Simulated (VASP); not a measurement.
# HPt6 in VASP: notebook

The runs below take HPt6 through single point, with PBE.

All numbers are computed with VASP 6.6.1; they aren't measurements. Logs are shortened: lines on timing, memory, paths and dates and some standing lists are left out, and cuts for length are marked.

**1. The cell of the first run**

The cell holds a slab with vacuum, 14 atoms: a = 5.615 Å, b = 5.615 Å, c = 22.620 Å, α = 90.00°, β = 90.00°, γ = 120.00°.

**2. Single point, PBE**

File INCAR:

```
SYSTEM = HPt6
PREC     = Accurate       ! precision mode
ENCUT    = 520            ! plane-wave cutoff, eV
EDIFF    = 1E-6           ! SCF threshold, eV
ISMEAR   = 0              ! smearing method
SIGMA    = 0.1            ! smearing width, eV
LREAL    = .False.        ! projectors in reciprocal space
LASPH    = .True.         ! aspherical terms in the spheres
NELM     = 100            ! most SCF steps
ALGO     = Normal         ! electronic algorithm
ISIF     = 2              ! what is computed and relaxed
LWAVE    = .False.        ! write WAVECAR
LCHARG   = .False.        ! write CHGCAR
LDIPOL   = .True.       
IDIPOL   = 3            
DIPOL    = 0.5 0.5 0.300
GGA      = PE             ! functional
NBANDS   = 74             ! bands
```

File KPOINTS:

```
regular mesh
0
Gamma
  6 6 1
  0 0 0
```

File POSCAR:

```
HPt6
1.0
    5.6145835605      0.0000000000      0.0000000000
   -2.8072917802      4.8623719950      0.0000000000
    0.0000000000      0.0000000000     22.6197373747
Pt H
12 2
Direct
    0.3333333333      0.1666666667      0.1768367127
    0.3333333333      0.6666666667      0.1768367127
    0.8333333333      0.1666666667      0.1768367127
    0.8333333333      0.6666666667      0.1768367127
    0.1666666667      0.3333333333      0.2789580515
    0.1666666667      0.8333333333      0.2789580515
    0.6666666667      0.3333333333      0.2789580515
    0.6666666667      0.8333333333      0.2789580515
    0.0000000000      0.0000000000      0.3810715055
    0.0000000000      0.5000000000      0.3810715055
    0.5000000000      0.0000000000      0.3810715055
    0.5000000000      0.5000000000      0.3810715055
    0.2114385736      0.4228771471      0.4292595097
    0.2885614264      0.5771228529      0.4292595097
```

Potentials or basis: VASP PAW PBE potentials, release 64 (Pt, H).

Run with:

```
$ cat potpaw_PBE.64/Pt/POTCAR potpaw_PBE.64/H/POTCAR > POTCAR
$ mpirun -np 1 vasp_std > vasp.out
```

OUTCAR:

```text
SYSTEM = HPt6
   PREC = Accurate
   ENCUT = 520
   EDIFF = 1E-6
   ISMEAR = 0
   LREAL = .False.
   LASPH = .True.
   NELM = 100
   ISIF = 2
   GGA = PE

 ion  position               nearest neighbor table
   1  0.333  0.167  0.177-   2 2.81   2 2.81   4 2.81   4 2.81   3 2.81   3 2.81   5 2.82   6 2.82
                             7 2.82
   2  0.333  0.667  0.177-   1 2.81   1 2.81   3 2.81   3 2.81   4 2.81   4 2.81   6 2.82   5 2.82
                             8 2.82
   3  0.833  0.167  0.177-   4 2.81   4 2.81   2 2.81   2 2.81   1 2.81   1 2.81   7 2.82   8 2.82
                             5 2.82
   4  0.833  0.667  0.177-   3 2.81   3 2.81   1 2.81   1 2.81   2 2.81   2 2.81   8 2.82   7 2.82
                             6 2.82
   5  0.167  0.333  0.279-   6 2.81   6 2.81   8 2.81   8 2.81   7 2.81   7 2.81   9 2.82  12 2.82
                            10 2.82   1 2.82   2 2.82   3 2.82
   6  0.167  0.833  0.279-   5 2.81   5 2.81   7 2.81   7 2.81   8 2.81   8 2.81  10 2.82  11 2.82
                             9 2.82   2 2.82   1 2.82   4 2.82
   7  0.667  0.333  0.279-   8 2.81   8 2.81   6 2.81   6 2.81   5 2.81   5 2.81  11 2.82  10 2.82
                            12 2.82   3 2.82   4 2.82   1 2.82
   8  0.667  0.833  0.279-   7 2.81   7 2.81   5 2.81   5 2.81   6 2.81   6 2.81  12 2.82   9 2.82
                            11 2.82   4 2.82   3 2.82   2 2.82
   9  0.000  0.000  0.381-  10 2.81  10 2.81  12 2.81  12 2.81  11 2.81  11 2.81   5 2.82   8 2.82
                             6 2.82
  10  0.000  0.500  0.381-  14 1.82  13 1.82   9 2.81   9 2.81  11 2.81  11 2.81  12 2.81  12 2.81
                             6 2.82   7 2.82   5 2.82
  11  0.500  0.000  0.381-  12 2.81  12 2.81  10 2.81  10 2.81   9 2.81   9 2.81   7 2.82   6 2.82
                             8 2.82
  12  0.500  0.500  0.381-  13 1.82  14 1.82  11 2.81  11 2.81   9 2.81   9 2.81  10 2.81  10 2.81
                             8 2.82   5 2.82   7 2.82
  13  0.211  0.423  0.429-  14 0.75  12 1.82  10 1.82
  14  0.289  0.577  0.429-  13 0.75  10 1.82  12 1.82

  LATTYP: Found a hexagonal cell.
 ALAT       =     5.6145835605
 C/A-ratio  =     4.0287471245

  Lattice vectors:

 A1 = (   5.6145835605,   0.0000000000,   0.0000000000)
 A2 = (  -2.8072917802,   4.8623719950,   0.0000000000)
 A3 = (   0.0000000000,   0.0000000000,  22.6197373747)

Analysis of symmetry for initial positions (statically):
=====================================================================
 Subroutine PRICEL returns:
 Original cell was already a primitive cell.

 Routine SETGRP: Setting up the symmetry group for a
 hexagonal supercell.

 Subroutine GETGRP returns: Found  2 space group operations
 (whereof  2 operations were pure point group operations)
 out of a pool of 24 trial point group operations.

The static configuration has the point symmetry C_1h.

Analysis of symmetry for dynamics (positions and initial velocities):
=====================================================================
 Subroutine PRICEL returns:
 Original cell was already a primitive cell.

 Routine SETGRP: Setting up the symmetry group for a
 hexagonal supercell.

 Subroutine GETGRP returns: Found  2 space group operations
 (whereof  2 operations were pure point group operations)
 out of a pool of 24 trial point group operations.

The dynamic configuration has the point symmetry C_1h.

 Subroutine INISYM returns: Found  2 space group operations
 (whereof  2 operations are pure point group operations),
 and found     1 'primitive' translations

----------------------------------------------------------------------------------------

                                     Primitive cell

  volume of cell :     617.5232

  direct lattice vectors                    reciprocal lattice vectors
     5.614583560  0.000000000  0.000000000     0.178107599  0.102830470  0.000000000
    -2.807291780  4.862371995  0.000000000     0.000000000  0.205660941  0.000000000
     0.000000000  0.000000000 22.619737375     0.000000000  0.000000000  0.044209178

  length of vectors
     5.614583560  5.614583560 22.619737375     0.205660941  0.205660941  0.044209178

  position of ions in fractional coordinates (direct lattice)
     0.333333333  0.166666667  0.176836713
[... 59 lines left out ...]
  0.000000  0.000000  0.000000      1.000000
  0.166667  0.000000  0.000000      4.000000
  0.000000  0.166667  0.000000      2.000000
  0.333333  0.000000  0.000000      4.000000
  0.000000  0.333333  0.000000      2.000000
  0.500000  0.000000  0.000000      2.000000
  0.000000  0.500000  0.000000      1.000000
  0.166667  0.166667  0.000000      4.000000
 -0.333333  0.166667  0.000000      2.000000
  0.333333  0.166667  0.000000      4.000000
 -0.166667  0.500000  0.000000      4.000000
  0.500000  0.333333  0.000000      4.000000
  0.333333  0.333333  0.000000      2.000000
   k-points           NKPTS =     13   k-points in BZ     NKDIM =     13   number of bands    NBANDS=     74
   number of dos      NEDOS =    301   number of ions     NIONS =     14
   total plane-waves  NPLWV = 296352
   dimension x,y,z NGX =    42 NGY =   42 NGZ =  168
   dimension x,y,z NGXF=    84 NGYF=   84 NGZF=  336
   ions per type =              12   2
   NGX,Y,Z   is equivalent  to a cutoff of  12.44, 12.44, 12.35 a.u.
   NGXF,Y,Z  is equivalent  to a cutoff of  24.87, 24.87, 24.69 a.u.
 SYSTEM =  HPt6
   PREC   = accura    normal or accurate (medium, high low for compatibility)
   ISTART =      0    job   : 0-new  1-cont  2-samecut
   ICHARG =      2    charge: 1-file 2-atom 10-const
   ISPIN  =      1    spin polarized calculation?
   LNONCOLLINEAR =      F non collinear calculations
   LSORBIT =      F    spin-orbit coupling
   LASPH  =      T    aspherical Exc in radial PAW
   ENCUT  =  520.0 eV  38.22 Ry    6.18 a.u.  10.44 10.44 42.06*2*pi/ulx,y,z
   NELM   =    100;   NELMIN=  2; NELMDL= -5     # of ELM steps
   EDIFF  = 0.1E-05   stopping-criterion for ELM
   LREAL  =      F    real-space projection
   EDIFFG = 0.1E-04   stopping-criterion for IOM
   NSW    =      0    number of steps for IOM
   IBRION =     -1    ionic relax: 0-MD 1-quasi-New 2-CG
   NFREE  =      0    steps in history (QN), initial steepest desc. (CG)
   ISIF   =      2    stress and relaxation
   ISYM   =      2    0-nonsym 1-usesym 2-fastsym
   POTIM  = 0.5000    time-step for ionic-motion
   TEBEG  =    0.0;   TEEND  =   0.0 temperature during run
   PSTRESS=    0.0 pullay stress
   NELECT =     122.0000    total number of electrons
   NUPDOWN=      -1.0000    fix difference up-down
   EMIN   =  10.00;   EMAX   =-10.00  energy-range for DOS
   EFERMI =   0.00;   METHOD = LEGACY
   ISMEAR =     0;   SIGMA  =   0.10  broadening in eV -4-tet -1-fermi 0-gaus
   EFERMI_NEDOS =   21; number of points for ismear=-14 and -15
   IALGO  =     38    algorithm
   IMIX   =      4    mixing-type and parameters
     AMIX     =   0.40;   BMIX     =  1.00
     AMIX_MAG =   1.60;   BMIX_MAG =  1.00
  volume/ion in A,a.u.               =      44.11       297.66
  Fermi-wavevector in a.u.,A,eV,Ry     =   0.953477  1.801811 12.369314  0.909119
  Thomas-Fermi vector in A             =   2.082136
   LORBIT       =      0    0 simple, 1 ext, 2 COOP (PROOUT), +10 PAW based schemes
   GGA     = PE    functional components
   LHFCALC =     F    Hartree Fock is set to
   AEXX    =    0.0000 exact exchange contribution
   IVDW    =     0    specifies the selected vdW correction
   LEPSILON=     F    determine dielectric tensor
   LRPA    =     F    only Hartree local field effects (RPA)
 non-spin polarized calculation
 Gauss-broadening in eV      SIGMA  =   0.10
  energy-cutoff  :      520.00
  volume of cell :      617.52
 maximum number of plane-waves:     16729
 NGX is ok and might be reduce to    42
   NGX = 21   NGY = 21   NGZ = 85

 dipolmoment           0.000000      0.000000      0.081300 electrons x Angstroem

 number of electron     121.9999983 magnetization

 dipolmoment           0.000000      0.000000     -0.084975 electrons x Angstroem

 Free energy of the ion-electron system (eV)
  ---------------------------------------------------
  ext. energy  EPLUGINS =         0.00000000
  ---------------------------------------------------
  free energy    TOTEN  =       -74.13717353 eV

  energy without entropy =      -74.00208755  energy(sigma->0) =      -74.06963054

 E-fermi :  -0.5958     XC(G=0):  -4.9005

 val. band max:       -0.6070720192   @ k =   0.1667   0.0000   0.0000
 cond. band min:      -0.5909427286   @ k =   0.5000   0.0000   0.0000
 fundamental gap:      0.0161292906
 Fermi energy:        -0.5957721461

 k-point     1 :       0.0000    0.0000    0.0000
  band No.  band energies     occupation
      1     -12.2641      2.00000
      2      -9.2441      2.00000
      3      -7.5078      2.00000
      4      -7.1401      2.00000
      5      -6.9310      2.00000
      6      -6.7839      2.00000
[... 977 lines left out ...]
     72       4.2541      0.00000
     73       4.4662      0.00000
 [bands above 73 left out]

------------------------ aborting loop because EDIFF is reached ----------------------------------------

 vacuum level on the upper side and lower side of the slab       (xc-potential included)        -0.415         0.139

  FORCE on cell =-STRESS in cart. coord.  units (eV):
  Direction    XX          YY          ZZ          XY          YZ          ZX
  --------------------------------------------------------------------------------------
  -------------------------------------------------------------------------------------
  Total      -14.1235583    -11.0582130      2.6590626     -0.0000000     -0.2892068     -0.0000000
  in kB      -36.6438772    -28.6907725      6.8989953     -0.0000000     -0.7503532     -0.0000000
  external PRESSURE =     -19.4785515 kB  Pullay stress =       0.0000000 kB

 VOLUME and BASIS-vectors are now :
 -----------------------------------------------------------------------------
  energy-cutoff  :      520.00
  volume of cell :      617.52
      direct lattice vectors                 reciprocal lattice vectors
     5.614583560  0.000000000  0.000000000     0.178107599  0.102830470  0.000000000
    -2.807291780  4.862371995  0.000000000     0.000000000  0.205660941  0.000000000
     0.000000000  0.000000000 22.619737375     0.000000000  0.000000000  0.044209178

 POSITION                                       TOTAL-FORCE (eV/Angst)
 -----------------------------------------------------------------------------------
      1.40365      0.81040      4.00000         0.043433      0.005774     -0.115659
     -0.00000      3.24158      4.00000         0.000000      0.022990      0.023613
      4.21094      0.81040      4.00000        -0.043433      0.005774     -0.115659
      2.80729      3.24158      4.00000        -0.000000     -0.029401      0.115448
      0.00000      1.62079      6.30996        -0.000000     -0.113977     -0.412875
     -1.40365      4.05198      6.30996        -0.015751      0.115188     -0.144208
      2.80729      1.62079      6.30996         0.000000      0.006712      0.299806
      1.40365      4.05198      6.30996         0.015751      0.115188     -0.144208
      0.00000      0.00000      8.61974        -0.000000     -0.450370     -0.172152
     -1.40365      2.43119      8.61974        -1.296717     -0.109863     -0.206297
      2.80729      0.00000      8.61974         0.000000      0.524670     -0.292074
      1.40365      2.43119      8.61974         1.296717     -0.109863     -0.206297
      0.00000      2.05619      9.70974        -0.000000     -4.813284      0.678097
     -0.00000      2.80619      9.70974         0.000000      4.830460      0.692465
 -----------------------------------------------------------------------------------
    total drift:                               -0.000000      0.000061      0.000478

  FREE ENERGIE OF THE ION-ELECTRON SYSTEM (eV)
  ---------------------------------------------------
  free  energy   TOTEN  =       -74.1371735350 eV

  energy  without entropy=      -74.0020875533  energy(sigma->0) =      -74.06963054

 vacuum level on the upper side and lower side of the slab         4.529         5.095
```

It took 25 min on 1 thread of Intel Xeon Platinum 8488C (Sapphire Rapids), shared host; peak memory 0.89 GiB.

What came out:

- Free energy: -74.1372 eV
- Largest force: 4.880 eV/Å
- Band gap on the k mesh: zero (bands 61 and 62 overlap by 0.68 eV)

Forces on the atoms (eV/Å):
```
Pt   0.043  0.006 -0.116
Pt   0.000  0.023  0.024
Pt  -0.043  0.006 -0.116
Pt   0.000 -0.029  0.115
Pt   0.000 -0.114 -0.413
Pt  -0.016  0.115 -0.144
Pt   0.000  0.007  0.300
Pt   0.016  0.115 -0.144
Pt   0.000 -0.450 -0.172
Pt  -1.297 -0.110 -0.206
Pt   0.000  0.525 -0.292
Pt   1.297 -0.110 -0.206
H    0.000 -4.813  0.678
H    0.000  4.830  0.692
```

Levels at points of the mesh, in eV from the Fermi level:
| k point | band 57 | band 58 | band 59 | band 60 | band 61 | band 62 | band 63 | band 64 | band 65 | band 66 |
| --- | --- | --- | --- | --- | --- | --- | --- | --- | --- | --- |
| (0.00, 0.00, 0.00) | 0.21 | 0.22 | 0.31 | 0.37 | 0.43 | 0.58 | 0.59 | 0.60 | 0.84 | 0.94 |
| (0.50, 0.00, 0.00) | -0.71 | -0.69 | -0.27 | -0.17 | -0.03 | 0.00 | 0.20 | 0.27 | 0.84 | 1.41 |
| (0.00, 0.50, 0.00) | -0.70 | -0.61 | -0.30 | -0.13 | -0.09 | 0.05 | 0.22 | 0.23 | 0.43 | 1.57 |

Caveat: spin-orbit coupling is left out, which moves the levels of the heavy elements.

[end of part 1 of 2]
